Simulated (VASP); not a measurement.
# MgCd3O4 (P4/mmm) in VASP: further runs

MgCd3O4 is run at these levels: PBE, PBEsol; tasks: single point.

All numbers are computed with VASP 6.6.1; they aren't measurements. Logs are shortened: lines on timing, memory, paths and dates and some standing lists are left out, and cuts for length are marked.

### 1 The cell of the first run

It takes space group P4/mmm (No. 123, tetragonal). Conventional cell: a = 3.308 Å, b = 3.308 Å, c = 9.330 Å, α = 90.00°, β = 90.00°, γ = 90.00°. Within 2.9 Å of Mg (site symmetry 4/mmm) lie 6 O at 2.17 to 2.34 Å. Within 3.0 Å of Cd (site symmetry 4mm) lie 6 O at 2.27 to 2.40 Å. Within 3.1 Å of Cd (site symmetry 4/mmm) lie 6 O at 2.34 to 2.50 Å. O (site symmetry 4mm) has 1 Mg at 2.17 Å and 5 Cd at 2.34 to 2.50 Å within 2.9 Å. O (site symmetry 4/mmm) has 6 Cd at 2.34 to 2.40 Å within 3.1 Å. O (site symmetry 4/mmm) has 2 Cd at 2.27 Å and 4 Mg at 2.34 Å within 3.0 Å.

### 2 Single point, PBE

Contents of INCAR:

```
SYSTEM = MgCd3O4
  PREC = Accurate
  ENCUT = 520
  EDIFF = 1E-6
  ISMEAR = 0
  SIGMA = 0.1
  LREAL = .False.
  LASPH = .True.
  NELM = 100
  ALGO = Fast
  ISIF = 2
  LWAVE = .False.
  LCHARG = .False.
  GGA = PE
  NBANDS = 41
```

Contents of KPOINTS:

```
Automatic mesh
0
Gamma
  12 12 4
  0 0 0
```

Contents of POSCAR:

```
MgCd3O4
1.0
    3.3076836379      0.0000000000      0.0000000000
    0.0000000000      3.3076836379      0.0000000000
    0.0000000000      0.0000000000      9.3304801768
Mg Cd O
1 3 4
Direct
    0.0000000000      0.0000000000      0.0000000000
    0.5000000000      0.5000000000      0.2432999155
    0.0000000000      0.0000000000      0.5000000000
    0.5000000000      0.5000000000      0.7567000845
    0.0000000000      0.0000000000      0.2322467424
    0.5000000000      0.5000000000      0.5000000000
    0.0000000000      0.0000000000      0.7677532576
    0.5000000000      0.5000000000      0.0000000000
```

Potentials or basis: VASP PAW PBE potentials, release 64 (Mg, Cd, O).

On the command line:

```bash
> cat potpaw_PBE.64/Mg/POTCAR potpaw_PBE.64/Cd/POTCAR potpaw_PBE.64/O/POTCAR > POTCAR
> mpirun -np 1 vasp_std > vasp.out
```

OUTCAR:

```text
SYSTEM = MgCd3O4
   PREC = Accurate
   ENCUT = 520
   EDIFF = 1E-6
   ISMEAR = 0
   LREAL = .False.
   LASPH = .True.
   NELM = 100
   ISIF = 2
   GGA = PE

 ion  position               nearest neighbor table
   1  0.000  0.000  0.000-   5 2.17   7 2.17   8 2.34   8 2.34   8 2.34   8 2.34   4 3.26   4 3.26
                             2 3.26   4 3.26   2 3.26   2 3.26   4 3.26   2 3.26
   2  0.500  0.500  0.243-   8 2.27   5 2.34   5 2.34   5 2.34   5 2.34   6 2.40   1 3.26   1 3.26
                             1 3.26   1 3.26   3 3.35   3 3.35   3 3.35   3 3.35
   3  0.000  0.000  0.500-   6 2.34   6 2.34   6 2.34   6 2.34   7 2.50   5 2.50   4 3.35   4 3.35
                             2 3.35   4 3.35   2 3.35   2 3.35   4 3.35   2 3.35
   4  0.500  0.500  0.757-   8 2.27   7 2.34   7 2.34   7 2.34   7 2.34   6 2.40   1 3.26   1 3.26
                             1 3.26   1 3.26   3 3.35   3 3.35   3 3.35   3 3.35
   5  0.000  0.000  0.232-   1 2.17   2 2.34   2 2.34   2 2.34   2 2.34   3 2.50
   6  0.500  0.500  0.500-   3 2.34   3 2.34   3 2.34   3 2.34   4 2.40   2 2.40
   7  0.000  0.000  0.768-   1 2.17   4 2.34   4 2.34   4 2.34   4 2.34   3 2.50
   8  0.500  0.500  0.000-   2 2.27   4 2.27   1 2.34   1 2.34   1 2.34   1 2.34

  LATTYP: Found a simple tetragonal cell.
 ALAT       =     3.3076836379
 C/A-ratio  =     2.8208502379

  Lattice vectors:

 A1 = (   3.3076836379,   0.0000000000,   0.0000000000)
 A2 = (   0.0000000000,   3.3076836379,   0.0000000000)
 A3 = (   0.0000000000,   0.0000000000,   9.3304801768)

Analysis of symmetry for initial positions (statically):
=====================================================================
 Subroutine PRICEL returns:
 Original cell was already a primitive cell.

 Routine SETGRP: Setting up the symmetry group for a
 simple tetragonal supercell.

 Subroutine GETGRP returns: Found 16 space group operations
 (whereof 16 operations were pure point group operations)
 out of a pool of 16 trial point group operations.

The static configuration has the point symmetry D_4h.

Analysis of symmetry for dynamics (positions and initial velocities):
=====================================================================
 Subroutine PRICEL returns:
 Original cell was already a primitive cell.

 Routine SETGRP: Setting up the symmetry group for a
 simple tetragonal supercell.

 Subroutine GETGRP returns: Found 16 space group operations
 (whereof 16 operations were pure point group operations)
 out of a pool of 16 trial point group operations.

The dynamic configuration has the point symmetry D_4h.

 Subroutine INISYM returns: Found 16 space group operations
 (whereof 16 operations are pure point group operations),
 and found     1 'primitive' translations

----------------------------------------------------------------------------------------

                                     Primitive cell

  volume of cell :     102.0826

  direct lattice vectors                    reciprocal lattice vectors
     3.307683638  0.000000000  0.000000000     0.302326374  0.000000000  0.000000000
     0.000000000  3.307683638  0.000000000     0.000000000  0.302326374  0.000000000
     0.000000000  0.000000000  9.330480177     0.000000000  0.000000000  0.107175620

  length of vectors
     3.307683638  3.307683638  9.330480177     0.302326374  0.302326374  0.107175620

  position of ions in fractional coordinates (direct lattice)
     0.000000000  0.000000000  0.000000000
     0.500000000  0.500000000  0.243299916
     0.000000000  0.000000000  0.500000000
     0.500000000  0.500000000  0.756700084
     0.000000000  0.000000000  0.232246742
     0.500000000  0.500000000  0.500000000
     0.000000000  0.000000000  0.767753258
     0.500000000  0.500000000  0.000000000

  ion indices of the primitive-cell ions
   primitive index   ion index
                 1           1
                 2           2
                 3           3
                 4           4
                 5           5
                 6           6
                 7           7
                 8           8

----------------------------------------------------------------------------------------

 KPOINTS: Automatic mesh

Automatic generation of k-mesh.
 Grid dimensions read from file:
 generate k-points for:   12   12    4

 Generating k-lattice:

  Cartesian coordinates                     Fractional coordinates (reciprocal lattice)
     0.025193864  0.000000000  0.000000000     0.083333333  0.000000000  0.000000000
     0.000000000  0.025193864  0.000000000     0.000000000  0.083333333  0.000000000
     0.000000000  0.000000000  0.026793905     0.000000000  0.000000000  0.250000000

  Length of vectors
     0.025193864  0.025193864  0.026793905

  Shift w.r.t. Gamma in fractional coordinates (k-lattice)
     0.000000000  0.000000000  0.000000000

 Subroutine IBZKPT returns following result:
 ===========================================

 Found     84 irreducible k-points:

 Following reciprocal coordinates:
            Coordinates               Weight
  0.000000  0.000000  0.000000      1.000000
  0.083333  0.000000  0.000000      4.000000
  0.166667  0.000000  0.000000      4.000000
  0.250000  0.000000  0.000000      4.000000
  0.333333  0.000000  0.000000      4.000000
  0.416667  0.000000  0.000000      4.000000
[... 16 lines left out ...]
  0.333333  0.333333  0.000000      4.000000
  0.416667  0.333333  0.000000      8.000000
 [... further k-points ...]
   k-points           NKPTS =     84   k-points in BZ     NKDIM =     84   number of bands    NBANDS=     41
   number of dos      NEDOS =    301   number of ions     NIONS =      8
   total plane-waves  NPLWV =  54880
   dimension x,y,z NGX =    28 NGY =   28 NGZ =   70
   dimension x,y,z NGXF=    56 NGYF=   56 NGZF=  140
   ions per type =               1   3   4
   NGX,Y,Z   is equivalent  to a cutoff of  14.07, 14.07, 12.47 a.u.
   NGXF,Y,Z  is equivalent  to a cutoff of  28.15, 28.15, 24.94 a.u.
 SYSTEM =  MgCd3O4
   PREC   = accura    normal or accurate (medium, high low for compatibility)
   ISTART =      0    job   : 0-new  1-cont  2-samecut
   ICHARG =      2    charge: 1-file 2-atom 10-const
   ISPIN  =      1    spin polarized calculation?
   LNONCOLLINEAR =      F non collinear calculations
   LSORBIT =      F    spin-orbit coupling
   LASPH  =      T    aspherical Exc in radial PAW
   ENCUT  =  520.0 eV  38.22 Ry    6.18 a.u.   6.15  6.15 17.35*2*pi/ulx,y,z
   NELM   =    100;   NELMIN=  2; NELMDL= -5     # of ELM steps
   EDIFF  = 0.1E-05   stopping-criterion for ELM
   LREAL  =      F    real-space projection
   EDIFFG = 0.1E-04   stopping-criterion for IOM
   NSW    =      0    number of steps for IOM
   IBRION =     -1    ionic relax: 0-MD 1-quasi-New 2-CG
   NFREE  =      0    steps in history (QN), initial steepest desc. (CG)
   ISIF   =      2    stress and relaxation
   ISYM   =      2    0-nonsym 1-usesym 2-fastsym
   POTIM  = 0.5000    time-step for ionic-motion
   TEBEG  =    0.0;   TEEND  =   0.0 temperature during run
   PSTRESS=    0.0 pullay stress
   NELECT =      62.0000    total number of electrons
   NUPDOWN=      -1.0000    fix difference up-down
   EMIN   =  10.00;   EMAX   =-10.00  energy-range for DOS
   EFERMI =   0.00;   METHOD = LEGACY
   ISMEAR =     0;   SIGMA  =   0.10  broadening in eV -4-tet -1-fermi 0-gaus
   EFERMI_NEDOS =   21; number of points for ismear=-14 and -15
   IALGO  =     68    algorithm
   IMIX   =      4    mixing-type and parameters
     AMIX     =   0.40;   BMIX     =  1.00
     AMIX_MAG =   1.60;   BMIX_MAG =  1.00
  volume/ion in A,a.u.               =      12.76        86.11
  Fermi-wavevector in a.u.,A,eV,Ry     =   1.386399  2.619913 26.151770  1.922101
  Thomas-Fermi vector in A             =   2.510718
   LORBIT       =      0    0 simple, 1 ext, 2 COOP (PROOUT), +10 PAW based schemes
   GGA     = PE    functional components
   LHFCALC =     F    Hartree Fock is set to
   AEXX    =    0.0000 exact exchange contribution
   IVDW    =     0    specifies the selected vdW correction
   LEPSILON=     F    determine dielectric tensor
   LRPA    =     F    only Hartree local field effects (RPA)
 non-spin polarized calculation
 RMM-DIIS sequential band-by-band and
 Gauss-broadening in eV      SIGMA  =   0.10
  energy-cutoff  :      520.00
  volume of cell :      102.08
 maximum number of plane-waves:      2784
 NGX is ok and might be reduce to    28
   NGX = 13   NGY = 13   NGZ = 35

 number of electron      62.0000036 magnetization

 Free energy of the ion-electron system (eV)
  ---------------------------------------------------
  ext. energy  EPLUGINS =         0.00000000
  ---------------------------------------------------
  free energy    TOTEN  =       -34.50811277 eV

  energy without entropy =      -34.50757852  energy(sigma->0) =      -34.50784564

 E-fermi :   2.3755     XC(G=0): -11.2690

 val. band max:        2.2995551165   @ k =   0.5000   0.0000   0.0000
 cond. band min:       2.5861481729   @ k =   0.0833   0.0000   0.0000
 fundamental gap:      0.2865930564
 Fermi energy:         2.3754693324

 k-point     1 :       0.0000    0.0000    0.0000
  band No.  band energies     occupation
      1     -15.3081      2.00000
      2     -14.8632      2.00000
      3     -14.7595      2.00000
      4     -14.1579      2.00000
      5      -5.2744      2.00000
      6      -4.8976      2.00000
[... 33 lines left out ...]
     40      13.7487      0.00000
     41      14.5924      0.00000

 k-point     2 :       0.0833    0.0000    0.0000
  band No.  band energies     occupation
      1     -15.2785      2.00000
      2     -14.8383      2.00000
      3     -14.7347      2.00000
      4     -14.1493      2.00000
      5      -5.2637      2.00000
      6      -4.9558      2.00000
[... 957 lines left out ...]
     40      11.6300      0.00000
     41      11.8297      0.00000

 k-point    24 :       0.4167    0.3333    0.0000
  band No.  band energies     occupation
      1     -14.8631      2.00000
      2     -14.4572      2.00000
      3     -14.4055      2.00000
      4     -13.9777      2.00000
      5      -5.2115      2.00000
      6      -5.0780      2.00000
[... 33 lines left out ...]
     40      11.4394      0.00000
     41      12.0272      0.00000

 [... further k-points ...]

------------------------ aborting loop because EDIFF is reached ----------------------------------------

  FORCE on cell =-STRESS in cart. coord.  units (eV):
  Direction    XX          YY          ZZ          XY          YZ          ZX
  --------------------------------------------------------------------------------------
  -------------------------------------------------------------------------------------
  Total        0.6476252      0.6476252      0.5981692      0.0000000     -0.0000000      0.0000000
  in kB       10.1644160     10.1644160      9.3882077      0.0000000     -0.0000000      0.0000000
  external PRESSURE =       9.9056799 kB  Pullay stress =       0.0000000 kB

 VOLUME and BASIS-vectors are now :
 -----------------------------------------------------------------------------
  energy-cutoff  :      520.00
  volume of cell :      102.08
      direct lattice vectors                 reciprocal lattice vectors
     3.307683638  0.000000000  0.000000000     0.302326374  0.000000000  0.000000000
     0.000000000  3.307683638  0.000000000     0.000000000  0.302326374  0.000000000
     0.000000000  0.000000000  9.330480177     0.000000000  0.000000000  0.107175620

 POSITION                                       TOTAL-FORCE (eV/Angst)
 -----------------------------------------------------------------------------------
      0.00000      0.00000      0.00000         0.000000      0.000000     -0.000000
      1.65384      1.65384      2.27011         0.000000     -0.000000      0.030368
      0.00000      0.00000      4.66524         0.000000      0.000000     -0.000000
      1.65384      1.65384      7.06038        -0.000000     -0.000000     -0.030368
      0.00000      0.00000      2.16697         0.000000      0.000000     -0.039211
      1.65384      1.65384      4.66524         0.000000      0.000000     -0.000000
      0.00000      0.00000      7.16351         0.000000      0.000000      0.039211
      1.65384      1.65384      0.00000         0.000000      0.000000     -0.000000
 -----------------------------------------------------------------------------------
    total drift:                                0.000000      0.000000      0.000000

  FREE ENERGIE OF THE ION-ELECTRON SYSTEM (eV)
  ---------------------------------------------------
  free  energy   TOTEN  =       -34.5081127685 eV

  energy  without entropy=      -34.5075785188  energy(sigma->0) =      -34.50784564
```

Wall time 7.7 min (1 thread of Oxide Virtual Turin-like, shared host); peak memory 0.4 GiB.

What came out:

* Free energy: -34.5081 eV
* Pressure: 1.0 GPa
* Largest force: 0.039 eV/Å
* Band gap on the k mesh: zero (bands 31 and 32 overlap by 0.22 eV)

Forces on the atoms (eV/Å):
```
Mg   0.000  0.000  0.000
Cd   0.000  0.000  0.030
Cd   0.000  0.000  0.000
Cd   0.000  0.000 -0.030
O    0.000  0.000 -0.039
O    0.000  0.000  0.000
O    0.000  0.000  0.039
O    0.000  0.000  0.000
```

Stress tensor (GPa, compression positive):
```
1.02 0.00 0.00
0.00 1.02 0.00
0.00 0.00 0.94
```

Levels at points of the mesh, in eV from the Fermi level:
```csv
k point,band 29,band 30,band 31,band 32,band 33,band 34
"(0.00, 0.00, 0.00)",-1.51,-1.15,-1.15,-0.29,2.91,3.50
"(0.50, 0.00, 0.00)",-0.24,-0.22,-0.08,3.98,4.30,4.96
"(0.50, 0.50, 0.00)",-2.18,-2.18,-1.92,3.65,3.79,5.97
"(0.00, 0.00, 0.50)",-1.82,-1.15,-1.15,0.97,1.68,3.85
"(0.50, 0.00, 0.50)",-0.62,-0.24,-0.22,4.10,4.69,4.74
"(0.50, 0.50, 0.50)",-2.19,-2.19,-1.98,3.80,4.70,4.71
```

Caveat: semilocal functionals underestimate gaps, and a narrow one can read as zero.

(Continued in part 2 of 2.)

The gap in the log of VASP goes by the Fermi energy; the results here count the filled bands.